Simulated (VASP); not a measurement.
# InSe in VASP: single point with PBE+D3(BJ)

Aim: the single point of InSe with PBE+D3(BJ).

All numbers are computed with VASP 6.6.1; they aren't measurements. Logs are shortened: lines on timing, memory, paths and dates and some standing lists are left out, and cuts for length are marked.

## (1) The cell of the first run

The cell holds a slab with vacuum, 8 atoms: a = 4.047 Å, b = 4.047 Å, c = 34.334 Å, α = 90.00°, β = 90.00°, γ = 120.00°.

## (2) Single point, PBE+D3(BJ)

INCAR

```
SYSTEM = InSe
PREC     = Accurate       ! precision mode
ENCUT    = 520            ! plane-wave cutoff, eV
EDIFF    = 1E-6           ! SCF threshold, eV
ISMEAR   = 0              ! smearing method
SIGMA    = 0.05           ! smearing width, eV
LREAL    = .FALSE.        ! projectors in reciprocal space
LASPH    = .TRUE.         ! aspherical terms in the spheres
NELM     = 80             ! most SCF steps
ALGO     = Normal         ! electronic algorithm
ISIF     = 2              ! what is computed and relaxed
LWAVE    = .FALSE.        ! write WAVECAR
LCHARG   = .TRUE.         ! write CHGCAR
LDIPOL   = .TRUE.       
IDIPOL   = 3            
DIPOL    = 0.5 0.5 0.500
GGA      = PE             ! functional
IVDW     = 12             ! dispersion correction
LELF     = .TRUE.         ! ELF
LVHAR    = .TRUE.       
LVACPOTAV= .TRUE.       
NBANDS   = 48             ! bands
```

KPOINTS

```
regular mesh
0
G
  9 9 1
  0 0 0
```

POSCAR

```
InSe
1.0
    4.0473293150      0.0000000000      0.0000000000
   -2.0236646575      3.5050900043      0.0000000000
    0.0000000000      0.0000000000     34.3336220492
Se In
4 4
Direct
    0.3333333333      0.6666666667      0.3011990923
    0.3333333333      0.6666666667      0.4572209125
    0.6666666667      0.3333333333      0.5427448429
    0.6666666667      0.3333333333      0.6988255301
    0.0000000000      0.0000000000      0.3386022051
    0.0000000000      0.0000000000      0.4199648265
    0.3333333333      0.6666666667      0.5800503235
    0.3333333333      0.6666666667      0.6614254732
```

Potentials or basis: VASP PAW PBE potentials, release 64 (Se, In_d).

On the command line:

```sh
> cat potpaw_PBE.64/Se/POTCAR potpaw_PBE.64/In_d/POTCAR > POTCAR
> mpirun -np 1 vasp_std > vasp.out
```

OUTCAR:

```text
SYSTEM = InSe
   PREC = Accurate
   ENCUT = 520
   EDIFF = 1E-6
   ISMEAR = 0
   LREAL = .FALSE.
   LASPH = .TRUE.
   NELM = 80
   ISIF = 2
   GGA = PE
   IVDW = 12
 IVDW          = 12

 ion  position               nearest neighbor table
   1  0.333  0.667  0.301-   5 2.67   5 2.67   5 2.67
   2  0.333  0.667  0.457-   6 2.66   6 2.66   6 2.66
   3  0.667  0.333  0.543-   7 2.66   7 2.66   7 2.66
   4  0.667  0.333  0.699-   8 2.67   8 2.67   8 2.67
   5  0.000  0.000  0.339-   1 2.67   1 2.67   1 2.67   6 2.79
   6  0.000  0.000  0.420-   2 2.66   2 2.66   2 2.66   5 2.79
   7  0.333  0.667  0.580-   3 2.66   3 2.66   3 2.66   8 2.79
   8  0.333  0.667  0.661-   4 2.67   4 2.67   4 2.67   7 2.79

  LATTYP: Found a hexagonal cell.
 ALAT       =     4.0473293150
 C/A-ratio  =     8.4830314949

  Lattice vectors:

 A1 = (   4.0473293150,   0.0000000000,   0.0000000000)
 A2 = (  -2.0236646575,   3.5050900043,   0.0000000000)
 A3 = (   0.0000000000,   0.0000000000,  34.3336220492)

Analysis of symmetry for initial positions (statically):
=====================================================================
 Subroutine PRICEL returns:
 Original cell was already a primitive cell.

 Routine SETGRP: Setting up the symmetry group for a
 hexagonal supercell.

 Subroutine GETGRP returns: Found  6 space group operations
 (whereof  6 operations were pure point group operations)
 out of a pool of 24 trial point group operations.

The static configuration has the point symmetry C_3v.

Analysis of symmetry for dynamics (positions and initial velocities):
=====================================================================
 Subroutine PRICEL returns:
 Original cell was already a primitive cell.

 Routine SETGRP: Setting up the symmetry group for a
 hexagonal supercell.

 Subroutine GETGRP returns: Found  6 space group operations
 (whereof  6 operations were pure point group operations)
 out of a pool of 24 trial point group operations.

The dynamic configuration has the point symmetry C_3v.

 Subroutine INISYM returns: Found  6 space group operations
 (whereof  6 operations are pure point group operations),
 and found     1 'primitive' translations

----------------------------------------------------------------------------------------

                                     Primitive cell

  volume of cell :     487.0655

  direct lattice vectors                    reciprocal lattice vectors
     4.047329315  0.000000000  0.000000000     0.247076510  0.142649689  0.000000000
    -2.023664657  3.505090004  0.000000000     0.000000000  0.285299379  0.000000000
     0.000000000  0.000000000 34.333622049     0.000000000  0.000000000  0.029125969

  length of vectors
     4.047329315  4.047329315 34.333622049     0.285299379  0.285299379  0.029125969

  position of ions in fractional coordinates (direct lattice)
     0.333333333  0.666666667  0.301199092
     0.333333333  0.666666667  0.457220912
     0.666666667  0.333333333  0.542744843
     0.666666667  0.333333333  0.698825530
     0.000000000  0.000000000  0.338602205
     0.000000000  0.000000000  0.419964826
     0.333333333  0.666666667  0.580050323
     0.333333333  0.666666667  0.661425473

  ion indices of the primitive-cell ions
   primitive index   ion index
                 1           1
                 2           2
                 3           3
                 4           4
                 5           5
                 6           6
                 7           7
                 8           8

----------------------------------------------------------------------------------------

 KPOINTS: regular mesh

Automatic generation of k-mesh.
 Grid dimensions read from file:
 generate k-points for:    9    9    1

 Generating k-lattice:

  Cartesian coordinates                     Fractional coordinates (reciprocal lattice)
     0.027452946  0.015849965  0.000000000     0.111111111  0.000000000  0.000000000
     0.000000000  0.031699931  0.000000000     0.000000000  0.111111111  0.000000000
     0.000000000  0.000000000  0.029125969     0.000000000  0.000000000  1.000000000

  Length of vectors
     0.031699931  0.031699931  0.029125969

  Shift w.r.t. Gamma in fractional coordinates (k-lattice)
     0.000000000  0.000000000  0.000000000

 Subroutine IBZKPT returns following result:
 ===========================================

 Found     12 irreducible k-points:

 Following reciprocal coordinates:
            Coordinates               Weight
  0.000000  0.000000  0.000000      1.000000
  0.111111  0.000000  0.000000      6.000000
  0.222222  0.000000  0.000000      6.000000
  0.333333  0.000000  0.000000      6.000000
  0.444444  0.000000  0.000000      6.000000
  0.111111  0.111111  0.000000      6.000000
  0.222222  0.111111  0.000000     12.000000
  0.333333  0.111111  0.000000     12.000000
  0.444444  0.111111  0.000000      6.000000
  0.222222  0.222222  0.000000      6.000000
  0.333333  0.222222  0.000000     12.000000
  0.333333  0.333333  0.000000      2.000000
   k-points           NKPTS =     12   k-points in BZ     NKDIM =     12   number of bands    NBANDS=     48
   number of dos      NEDOS =    301   number of ions     NIONS =      8
   total plane-waves  NPLWV = 230400
   dimension x,y,z NGX =    30 NGY =   30 NGZ =  256
   dimension x,y,z NGXF=    60 NGYF=   60 NGZF=  512
   ions per type =               4   4
   NGX,Y,Z   is equivalent  to a cutoff of  12.32, 12.32, 12.40 a.u.
   NGXF,Y,Z  is equivalent  to a cutoff of  24.65, 24.65, 24.79 a.u.
 SYSTEM =  InSe
   PREC   = accura    normal or accurate (medium, high low for compatibility)
   ISTART =      0    job   : 0-new  1-cont  2-samecut
   ICHARG =      2    charge: 1-file 2-atom 10-const
   ISPIN  =      1    spin polarized calculation?
   LNONCOLLINEAR =      F non collinear calculations
   LSORBIT =      F    spin-orbit coupling
   LASPH  =      T    aspherical Exc in radial PAW
   ENCUT  =  520.0 eV  38.22 Ry    6.18 a.u.   7.53  7.53 63.84*2*pi/ulx,y,z
   NELM   =     80;   NELMIN=  2; NELMDL= -5     # of ELM steps
   EDIFF  = 0.1E-05   stopping-criterion for ELM
   LREAL  =      F    real-space projection
   EDIFFG = 0.1E-04   stopping-criterion for IOM
   NSW    =      0    number of steps for IOM
   IBRION =     -1    ionic relax: 0-MD 1-quasi-New 2-CG
   NFREE  =      0    steps in history (QN), initial steepest desc. (CG)
   ISIF   =      2    stress and relaxation
   ISYM   =      2    0-nonsym 1-usesym 2-fastsym
   POTIM  = 0.5000    time-step for ionic-motion
   TEBEG  =    0.0;   TEEND  =   0.0 temperature during run
   PSTRESS=    0.0 pullay stress
   NELECT =      76.0000    total number of electrons
   NUPDOWN=      -1.0000    fix difference up-down
   EMIN   =  10.00;   EMAX   =-10.00  energy-range for DOS
   EFERMI =   0.00;   METHOD = LEGACY
   ISMEAR =     0;   SIGMA  =   0.05  broadening in eV -4-tet -1-fermi 0-gaus
   EFERMI_NEDOS =   21; number of points for ismear=-14 and -15
   IALGO  =     38    algorithm
   IMIX   =      4    mixing-type and parameters
     AMIX     =   0.40;   BMIX     =  1.00
     AMIX_MAG =   1.60;   BMIX_MAG =  1.00
  volume/ion in A,a.u.               =      60.88       410.86
  Fermi-wavevector in a.u.,A,eV,Ry     =   0.881354  1.665517 10.568793  0.776784
  Thomas-Fermi vector in A             =   2.001838
   LORBIT       =      0    0 simple, 1 ext, 2 COOP (PROOUT), +10 PAW based schemes
   GGA     = PE    functional components
   LHFCALC =     F    Hartree Fock is set to
   AEXX    =    0.0000 exact exchange contribution
   IVDW    =    12    specifies the selected vdW correction
   LEPSILON=     F    determine dielectric tensor
   LRPA    =     F    only Hartree local field effects (RPA)
 non-spin polarized calculation
 Gauss-broadening in eV      SIGMA  =   0.05
  energy-cutoff  :      520.00
  volume of cell :      487.07
 maximum number of plane-waves:     13203
 NGX is ok and might be reduce to    30
   NGX = 15   NGY = 15   NGZ =127

 dipolmoment           0.000000      0.000000      0.000433 electrons x Angstroem

 number of electron      76.0000012 magnetization

 dipolmoment           0.000000      0.000000     -0.000210 electrons x Angstroem

 Free energy of the ion-electron system (eV)
  ---------------------------------------------------
  ext. energy  EPLUGINS =         0.00000000
  ---------------------------------------------------
  free energy    TOTEN  =       -28.37148388 eV

  energy without entropy =      -28.37148388  energy(sigma->0) =      -28.37148388

 E-fermi :  -0.9014     XC(G=0):  -4.6146

 val. band max:       -1.1282515613   @ k =   0.1111   0.0000   0.0000
 cond. band min:      -0.1614855289   @ k =   0.0000   0.0000   0.0000
 fundamental gap:      0.9667660324
 Fermi energy:        -0.9013954702

 k-point     1 :       0.0000    0.0000    0.0000
  band No.  band energies     occupation
      1     -15.5412      2.00000
      2     -15.5371      2.00000
      3     -15.3559      2.00000
      4     -15.3559      2.00000
      5     -15.3515      2.00000
      6     -15.3515      2.00000
[... 40 lines left out ...]
     47       4.0877      0.00000
     48       4.0978      0.00000

 k-point     2 :       0.1111    0.0000    0.0000
  band No.  band energies     occupation
      1     -15.5405      2.00000
      2     -15.5365      2.00000
      3     -15.3955      2.00000
      4     -15.3896      2.00000
      5     -15.3543      2.00000
      6     -15.3498      2.00000
[... 40 lines left out ...]
     47       4.0613      0.00000
     48       4.1458      0.00000

 k-point     3 :       0.2222    0.0000    0.0000
  band No.  band energies     occupation
      1     -15.5519      2.00000
      2     -15.5474      2.00000
      3     -15.4645      2.00000
      4     -15.4565      2.00000
      5     -15.4062      2.00000
      6     -15.3993      2.00000
[... 448 lines left out ...]
     47       4.1680      0.00000
     48       4.2756      0.00000

 k-point    12 :       0.3333    0.3333    0.0000
  band No.  band energies     occupation
      1     -15.6436      2.00000
      2     -15.6402      2.00000
      3     -15.5454      2.00000
      4     -15.5412      2.00000
      5     -15.4837      2.00000
      6     -15.4795      2.00000
[... 40 lines left out ...]
     47       4.8057      0.00000
     48       4.8255      0.00000

------------------------ aborting loop because EDIFF is reached ----------------------------------------

 Edisp (eV)   -2.06654

 E8    (eV) :    -0.9708

  FORCE on cell =-STRESS in cart. coord.  units (eV):
  Direction    XX          YY          ZZ          XY          YZ          ZX
  --------------------------------------------------------------------------------------
  -------------------------------------------------------------------------------------
  Total      -0.42611    -0.42611     0.05673     0.00000     0.00000     0.00000
  in kB      -1.40167    -1.40167     0.18662     0.00000     0.00000     0.00000
  external pressure =       -0.87 kB  Pullay stress =        0.00 kB

 VOLUME and BASIS-vectors are now :
 -----------------------------------------------------------------------------
  energy-cutoff  :      520.00
  volume of cell :      487.07
      direct lattice vectors                 reciprocal lattice vectors
     4.047329315  0.000000000  0.000000000     0.247076510  0.142649689  0.000000000
    -2.023664657  3.505090004  0.000000000     0.000000000  0.285299379  0.000000000
     0.000000000  0.000000000 34.333622049     0.000000000  0.000000000  0.029125969

 POSITION                                       TOTAL-FORCE (eV/Angst)
 -----------------------------------------------------------------------------------
     -0.00000      2.33673     10.34126         0.000000     -0.000000     -0.008508
     -0.00000      2.33673     15.69805        -0.000000      0.000000      0.001790
      2.02366      1.16836     18.63440         0.000000      0.000000     -0.002057
      2.02366      1.16836     23.99321         0.000000     -0.000000      0.008644
      0.00000      0.00000     11.62544         0.000000      0.000000     -0.001023
      0.00000      0.00000     14.41891        -0.000000      0.000000      0.002748
     -0.00000      2.33673     19.91523        -0.000000     -0.000000     -0.000864
     -0.00000      2.33673     22.70913         0.000000     -0.000000     -0.000731
 -----------------------------------------------------------------------------------
    total drift:                               -0.000000      0.000000      0.000057

  FREE ENERGIE OF THE ION-ELECTRON SYSTEM (eV)
  ---------------------------------------------------
  free  energy   TOTEN  =       -30.4380281830 eV

  energy  without entropy=      -30.4380281830  energy(sigma->0) =      -30.43802818

 vacuum level on the upper side and lower side of the slab         4.484         4.486
```

Wall time 9.3 min (1 thread of Intel Xeon Platinum 8375C at 2.90GHz (Ice Lake), shared host); peak memory 0.6 GiB.

Results:

```
Free energy                : -30.4380 eV
Largest force              : 0.009 eV/Å
Band gap on the k mesh     : 0.97 eV (least direct gap 1.03 eV)
Dispersion energy per atom : -0.258 eV
```

Forces on the atoms (eV/Å):
```
Se   0.000  0.000 -0.009
Se   0.000  0.000  0.002
Se   0.000  0.000 -0.002
Se   0.000  0.000  0.009
In   0.000  0.000 -0.001
In   0.000  0.000  0.003
In   0.000  0.000 -0.001
In   0.000  0.000 -0.001
```

Caveat: spin-orbit coupling is left out, which moves the levels of the heavy elements.
